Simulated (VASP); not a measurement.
Wanted: the native input for a VASP 6.6.1 run.

```
Task                   : single point
Functional             : PBE
Potentials or basis    : VASP PAW PBE potentials, release 64 (O, Cd, S)
Cutoff                 : 520 eV
k mesh                 : 6 × 6 × 6
Occupations            : fermi-dirac, width 0.02 eV
Spin                   : no spin polarisation
Dipole correction      : no
Further INCAR settings : ALGO = Normal; EDIFF = 1e-07; NBANDS = 26
```

The structure of Cd2SO lies in POSCAR:

```
Cd2SO
1.0
    3.9294461871      0.0000000000      0.0000000000
    0.0000000000      3.9294461871      0.0000000000
    0.0000000000      0.0000000000      5.4394592769
O Cd S
1 2 1
Direct
    0.0000000000      0.0000000000      0.0000000000
    0.0000000000      0.5000000000      0.7925351347
    0.5000000000      0.0000000000      0.2074648653
    0.5000000000      0.5000000000      0.5000000000
```

The input as run:

INCAR

```
SYSTEM = Cd2SO
PREC = Accurate
ENCUT = 520
EDIFF = 1E-7
ISMEAR = -1
SIGMA = 0.02
LREAL = .False.
LASPH = .True.
NELM = 100
ALGO = Normal
ISIF = 2
LWAVE = .False.
LCHARG = .False.
GGA = PE
NBANDS = 26
```

KPOINTS

```
regular mesh
0
Gamma
  6 6 6
  0 0 0
```

Potentials or basis: VASP PAW PBE potentials, release 64 (O, Cd, S).

Run with:

```bash
$ cat potpaw_PBE.64/O/POTCAR potpaw_PBE.64/Cd/POTCAR potpaw_PBE.64/S/POTCAR > POTCAR
$ mpirun -np 1 vasp_std > vasp.out
```

Results of the run:

```
Pressure               : 0.6 GPa
Largest force          : 0.023 eV/Å
Band gap on the k mesh : zero (filled and empty bands touch)
```

It took 51 s on 1 thread of Intel(R) Xeon(R) Platinum 8488C (Sapphire Rapids) (shared host), peak memory 0.23 GiB.
